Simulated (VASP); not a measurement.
# WBrF4 (Cmmm) in VASP: single point with PBE

Aim: the single point of WBrF4 with PBE.

Everything below comes from runs of VASP 6.6.1. Logs are shortened: lines on timing, memory, paths and dates and some standing lists are left out, and cuts for length are marked.

## 1. The cell of the first run

The structure is orthorhombic, space group Cmmm (No. 65). Conventional cell: a = 9.346 Å, b = 10.391 Å, c = 3.307 Å, α = 90.00°, β = 90.00°, γ = 90.00°. Within 2.4 Å of W (site symmetry mmm) lie 6 F at 1.83 to 2.04 Å. Br (site symmetry mmm) has 2 Br at 3.31 Å and 6 F at 3.47 to 3.75 Å within 4.3 Å. F (site symmetry 2mm) has 2 W at 2.04 Å and 5 F at 2.41 to 2.74 Å within 2.8 Å. Within 2.4 Å of F (site symmetry m2m) lie 1 W at 1.83 Å.

## 2. Single point, PBE

The input, INCAR:

```
PREC = Accurate
ENCUT = 520
EDIFF = 1E-6
ISMEAR = 0
SIGMA = 0.1
LREAL = False
LASPH = True
NELM = 100
ALGO = Normal
ISIF = 2
LWAVE = False
LCHARG = True
GGA = PE
LELF = True
LVHAR = True
NBANDS = 34
```

The input, KPOINTS:

```
Automatic mesh
0
Gamma
  6 6 12
```

The input, POSCAR:

```
WBrF4
1.0
    4.6730533941     -5.1955469439      0.0000000000
    4.6730533941      5.1955469439      0.0000000000
    0.0000000000      0.0000000000      3.3068853813
W Br F
1 1 4
Direct
    0.0000000000      0.0000000000      0.0000000000
    0.5000000000      0.5000000000      0.5000000000
    0.1287059230      0.1287059230      0.5000000000
    0.8712940770      0.8712940770      0.5000000000
    0.8242300108      0.1757699892      0.0000000000
    0.1757699892      0.8242300108      0.0000000000
```

Potentials or basis: VASP PAW PBE potentials, release 64 (W_sv, Br, F).

Run with:

```console
$ cat potpaw_PBE.64/W_sv/POTCAR potpaw_PBE.64/Br/POTCAR potpaw_PBE.64/F/POTCAR > POTCAR
$ mpirun -np 1 vasp_std > vasp.out
```

OUTCAR:

```text
PREC = Accurate
   ENCUT = 520
   EDIFF = 1E-6
   ISMEAR = 0
   LREAL = False
   LASPH = True
   NELM = 100
   ISIF = 2
   GGA = PE

 ion  position               nearest neighbor table
   1  0.000  0.000  0.000-   5 1.83   6 1.83   3 2.04   4 2.04   3 2.04   4 2.04
   2  0.500  0.500  0.500-
   3  0.129  0.129  0.500-   1 2.04   1 2.04
   4  0.871  0.871  0.500-   1 2.04   1 2.04
   5  0.824  0.176  0.000-   1 1.83
   6  0.176  0.824  0.000-   1 1.83

  LATTYP: Found a base centered orthorhombic cell.
 ALAT       =     9.3461067882
 B/A-ratio  =     1.1118098823
 C/A-ratio  =     0.3538249087

  Lattice vectors:

 A1 = (   4.6730533941,  -5.1955469439,   0.0000000000)
 A2 = (   4.6730533941,   5.1955469439,   0.0000000000)
 A3 = (   0.0000000000,   0.0000000000,   3.3068853813)

Analysis of symmetry for initial positions (statically):
=====================================================================
 Subroutine PRICEL returns:
 Original cell was already a primitive cell.

 Routine SETGRP: Setting up the symmetry group for a
 base centered orthorhombic supercell.

 Subroutine GETGRP returns: Found  8 space group operations
 (whereof  8 operations were pure point group operations)
 out of a pool of  8 trial point group operations.

The static configuration has the point symmetry D_2h.

Analysis of symmetry for dynamics (positions and initial velocities):
=====================================================================
 Subroutine PRICEL returns:
 Original cell was already a primitive cell.

 Routine SETGRP: Setting up the symmetry group for a
 base centered orthorhombic supercell.

 Subroutine GETGRP returns: Found  8 space group operations
 (whereof  8 operations were pure point group operations)
 out of a pool of  8 trial point group operations.

The dynamic configuration has the point symmetry D_2h.

 Subroutine INISYM returns: Found  8 space group operations
 (whereof  8 operations are pure point group operations),
 and found     1 'primitive' translations

----------------------------------------------------------------------------------------

                                     Primitive cell

  volume of cell :     160.5762

  direct lattice vectors                    reciprocal lattice vectors
     4.673053394 -5.195546944  0.000000000     0.106996424 -0.096236259  0.000000000
     4.673053394  5.195546944  0.000000000     0.106996424  0.096236259  0.000000000
     0.000000000  0.000000000  3.306885381     0.000000000  0.000000000  0.302399353

  length of vectors
     6.987927881  6.987927881  3.306885381     0.143908485  0.143908485  0.302399353

  position of ions in fractional coordinates (direct lattice)
     0.000000000  0.000000000  0.000000000
     0.500000000  0.500000000  0.500000000
     0.128705923  0.128705923  0.500000000
     0.871294077  0.871294077  0.500000000
     0.824230011  0.175769989  0.000000000
     0.175769989  0.824230011  0.000000000

  ion indices of the primitive-cell ions
   primitive index   ion index
                 1           1
                 2           2
                 3           3
                 4           4
                 5           5
                 6           6

----------------------------------------------------------------------------------------

 KPOINTS: Automatic mesh

Automatic generation of k-mesh.
 Grid dimensions read from file:
 generate k-points for:    6    6   12

 Generating k-lattice:

  Cartesian coordinates                     Fractional coordinates (reciprocal lattice)
     0.017832737 -0.016039376  0.000000000     0.166666667  0.000000000  0.000000000
     0.017832737  0.016039376  0.000000000     0.000000000  0.166666667  0.000000000
     0.000000000  0.000000000  0.025199946     0.000000000  0.000000000  0.083333333

  Length of vectors
     0.023984748  0.023984748  0.025199946

  Shift w.r.t. Gamma in fractional coordinates (k-lattice)
     0.000000000  0.000000000  0.000000000

 Subroutine IBZKPT returns following result:
 ===========================================

 Found     91 irreducible k-points:

 Following reciprocal coordinates:
            Coordinates               Weight
  0.000000  0.000000  0.000000      1.000000
  0.166667 -0.000000  0.000000      4.000000
  0.333333 -0.000000  0.000000      4.000000
  0.500000 -0.000000  0.000000      2.000000
  0.166667  0.166667  0.000000      2.000000
  0.333333  0.166667  0.000000      4.000000
[... 16 lines left out ...]
  0.333333  0.333333  0.083333      4.000000
  0.500000  0.333333  0.083333      8.000000
 [... further k-points ...]
   k-points           NKPTS =     91   k-points in BZ     NKDIM =     91   number of bands    NBANDS=     34
   number of dos      NEDOS =    301   number of ions     NIONS =      6
   total plane-waves  NPLWV =  81648
   dimension x,y,z NGX =    54 NGY =   54 NGZ =   28
   dimension x,y,z NGXF=   108 NGYF=  108 NGZF=   56
   ions per type =               1   1   4
   NGX,Y,Z   is equivalent  to a cutoff of  12.85, 12.85, 14.08 a.u.
   NGXF,Y,Z  is equivalent  to a cutoff of  25.69, 25.69, 28.15 a.u.
 SYSTEM =  unknown system
   PREC   = accura    normal or accurate (medium, high low for compatibility)
   ISTART =      0    job   : 0-new  1-cont  2-samecut
   ICHARG =      2    charge: 1-file 2-atom 10-const
   ISPIN  =      1    spin polarized calculation?
   LNONCOLLINEAR =      F non collinear calculations
   LSORBIT =      F    spin-orbit coupling
   LASPH  =      T    aspherical Exc in radial PAW
   ENCUT  =  520.0 eV  38.22 Ry    6.18 a.u.  12.99 12.99  6.15*2*pi/ulx,y,z
   NELM   =    100;   NELMIN=  2; NELMDL= -5     # of ELM steps
   EDIFF  = 0.1E-05   stopping-criterion for ELM
   LREAL  =      F    real-space projection
   EDIFFG = 0.1E-04   stopping-criterion for IOM
   NSW    =      0    number of steps for IOM
   IBRION =     -1    ionic relax: 0-MD 1-quasi-New 2-CG
   NFREE  =      0    steps in history (QN), initial steepest desc. (CG)
   ISIF   =      2    stress and relaxation
   ISYM   =      2    0-nonsym 1-usesym 2-fastsym
   POTIM  = 0.5000    time-step for ionic-motion
   TEBEG  =    0.0;   TEEND  =   0.0 temperature during run
   PSTRESS=    0.0 pullay stress
   NELECT =      49.0000    total number of electrons
   NUPDOWN=      -1.0000    fix difference up-down
   EMIN   =  10.00;   EMAX   =-10.00  energy-range for DOS
   EFERMI =   0.00;   METHOD = LEGACY
   ISMEAR =     0;   SIGMA  =   0.10  broadening in eV -4-tet -1-fermi 0-gaus
   EFERMI_NEDOS =   21; number of points for ismear=-14 and -15
   IALGO  =     38    algorithm
   IMIX   =      4    mixing-type and parameters
     AMIX     =   0.40;   BMIX     =  1.00
     AMIX_MAG =   1.60;   BMIX_MAG =  1.00
  volume/ion in A,a.u.               =      26.76       180.60
  Fermi-wavevector in a.u.,A,eV,Ry     =   1.102165  2.082789 16.527907  1.214767
  Thomas-Fermi vector in A             =   2.238603
   LORBIT       =      0    0 simple, 1 ext, 2 COOP (PROOUT), +10 PAW based schemes
   GGA     = PE    functional components
   LHFCALC =     F    Hartree Fock is set to
   AEXX    =    0.0000 exact exchange contribution
   IVDW    =     0    specifies the selected vdW correction
   LEPSILON=     F    determine dielectric tensor
   LRPA    =     F    only Hartree local field effects (RPA)
 non-spin polarized calculation
 Gauss-broadening in eV      SIGMA  =   0.10
  energy-cutoff  :      520.00
  volume of cell :      160.58
 maximum number of plane-waves:      4362
 NGX is ok and might be reduce to    54
   NGX = 25   NGY = 25   NGZ = 13

 number of electron      49.0000049 magnetization

 Free energy of the ion-electron system (eV)
  ---------------------------------------------------
  ext. energy  EPLUGINS =         0.00000000
  ---------------------------------------------------
  free energy    TOTEN  =       -32.02118798 eV

  energy without entropy =      -31.98601288  energy(sigma->0) =      -32.00360043

 E-fermi :  -1.2926     XC(G=0):  -6.7647

 val. band max:       -1.2928468945   @ k =  -0.3333   0.1667   0.2500
 cond. band min:      -1.2924445424   @ k =   0.5000  -0.0000   0.1667
 fundamental gap:      0.0004023520
 Fermi energy:        -1.2926380899

 k-point     1 :       0.0000    0.0000    0.0000
  band No.  band energies     occupation
      1     -77.8760      2.00000
      2     -42.8815      2.00000
      3     -41.9446      2.00000
      4     -41.5791      2.00000
      5     -27.3829      2.00000
      6     -26.8018      2.00000
[... 26 lines left out ...]
     33       6.5935      0.00000
     34       7.4138      0.00000

 k-point     2 :       0.1667   -0.0000    0.0000
  band No.  band energies     occupation
      1     -77.8760      2.00000
      2     -42.8815      2.00000
      3     -41.9446      2.00000
      4     -41.5791      2.00000
      5     -27.3829      2.00000
      6     -26.8018      2.00000
[... 26 lines left out ...]
     33       6.5464      0.00000
     34       7.7261      0.00000

 k-point     3 :       0.3333   -0.0000    0.0000
  band No.  band energies     occupation
      1     -77.8760      2.00000
      2     -42.8815      2.00000
      3     -41.9446      2.00000
      4     -41.5791      2.00000
      5     -27.3828      2.00000
      6     -26.8017      2.00000
[... 26 lines left out ...]
     33       6.6559      0.00000
     34       7.7904      0.00000

 k-point     4 :       0.5000   -0.0000    0.0000
  band No.  band energies     occupation
      1     -77.8760      2.00000
      2     -42.8815      2.00000
      3     -41.9446      2.00000
      4     -41.5791      2.00000
      5     -27.3829      2.00000
      6     -26.8018      2.00000
[... 26 lines left out ...]
     33       7.0316      0.00000
     34       7.1807      0.00000

 k-point     5 :       0.1667    0.1667    0.0000
  band No.  band energies     occupation
      1     -77.8760      2.00000
      2     -42.8815      2.00000
      3     -41.9446      2.00000
      4     -41.5791      2.00000
      5     -27.3829      2.00000
      6     -26.8018      2.00000
[... 621 lines left out ...]
 k-point    22 :      -0.1667    0.1667    0.0833
  band No.  band energies     occupation
      1     -77.8756      2.00000
      2     -42.8807      2.00000
      3     -41.9630      2.00000
      4     -41.5748      2.00000
      5     -27.3355      2.00000
      6     -26.7986      2.00000
[... 26 lines left out ...]
     33       6.5028      0.00000
     34       7.6346      0.00000

 k-point    23 :       0.3333    0.3333    0.0833
  band No.  band energies     occupation
      1     -77.8757      2.00000
      2     -42.8807      2.00000
      3     -41.9630      2.00000
      4     -41.5748      2.00000
      5     -27.3354      2.00000
      6     -26.7985      2.00000
[... 26 lines left out ...]
     33       7.2159      0.00000
     34       8.0272      0.00000

 k-point    24 :       0.5000    0.3333    0.0833
  band No.  band energies     occupation
      1     -77.8757      2.00000
      2     -42.8807      2.00000
      3     -41.9630      2.00000
      4     -41.5748      2.00000
      5     -27.3354      2.00000
      6     -26.7986      2.00000
[... 26 lines left out ...]
     33       6.7554      0.00000
     34       7.9292      0.00000

 [... further k-points ...]

------------------------ aborting loop because EDIFF is reached ----------------------------------------

  FORCE on cell =-STRESS in cart. coord.  units (eV):
  Direction    XX          YY          ZZ          XY          YZ          ZX
  --------------------------------------------------------------------------------------
  -------------------------------------------------------------------------------------
  Total        0.1920159      1.4530920      0.6927175      0.0000000      0.0000000      0.0000000
  in kB        1.9158723     14.4984821      6.9117113      0.0000000      0.0000000      0.0000000
  external PRESSURE =       7.7753552 kB  Pullay stress =       0.0000000 kB

 VOLUME and BASIS-vectors are now :
 -----------------------------------------------------------------------------
  energy-cutoff  :      520.00
  volume of cell :      160.58
      direct lattice vectors                 reciprocal lattice vectors
     4.673053394 -5.195546944  0.000000000     0.106996424 -0.096236259  0.000000000
     4.673053394  5.195546944  0.000000000     0.106996424  0.096236259  0.000000000
     0.000000000  0.000000000  3.306885381     0.000000000  0.000000000  0.302399353

 POSITION                                       TOTAL-FORCE (eV/Angst)
 -----------------------------------------------------------------------------------
      0.00000      0.00000      0.00000         0.000000      0.000000      0.000000
      4.67305      0.00000      1.65344        -0.000000      0.000000      0.000000
      1.20290      0.00000      1.65344         0.159152      0.000000      0.000000
      8.14321      0.00000      1.65344        -0.159152      0.000000      0.000000
      4.67305     -3.36910      0.00000         0.000000      0.451669      0.000000
      4.67305      3.36910      0.00000         0.000000     -0.451669     -0.000000
 -----------------------------------------------------------------------------------
    total drift:                                0.000000      0.000000     -0.000000

  FREE ENERGIE OF THE ION-ELECTRON SYSTEM (eV)
  ---------------------------------------------------
  free  energy   TOTEN  =       -32.0211879758 eV

  energy  without entropy=      -31.9860128827  energy(sigma->0) =      -32.00360043
```

Run time: 8.8 min. Hardware: 1 thread of Intel Xeon Platinum 8375C at 2.90GHz (Ice Lake), shared host; peak memory 0.57 GiB.

What came out:

| Item | Value |
| --- | --- |
| Free energy | -32.0212 eV |
| Pressure | 0.8 GPa |
| Largest force | 0.452 eV/Å |
| Band gap on the k mesh | zero (an odd number of electrons rules out a gap without spin polarisation) |

Forces in eV/Å, atoms in the order of the input:
```
W    0.000  0.000  0.000
Br   0.000  0.000  0.000
F    0.159  0.000  0.000
F   -0.159  0.000  0.000
F    0.000  0.452  0.000
F    0.000 -0.452  0.000
```

Levels at points of the mesh, in eV from the Fermi level:
```csv
k point,band 23,band 24,band 25,band 26,band 27,band 28
"(0.00, 0.00, 0.00)",-0.76,-0.24,0.47,1.04,1.05,3.32
"(0.50, 0.00, 0.00)",-0.79,-0.23,0.47,1.04,1.05,3.62
"(0.50, 0.50, 0.00)",-0.78,-0.23,0.47,1.04,1.05,3.54
"(0.00, 0.00, 0.50)",-0.29,-0.11,-0.10,0.45,0.81,2.28
"(0.50, 0.00, 0.50)",-0.29,-0.11,-0.09,0.45,0.79,2.26
"(0.50, 0.50, 0.50)",-0.29,-0.12,-0.12,0.45,0.82,2.27
```

Caveat: spin-orbit coupling is left out, which moves the levels of the heavy elements; an odd number of electrons without spin polarisation forces a metal; a magnetic or distorted state may lie lower.
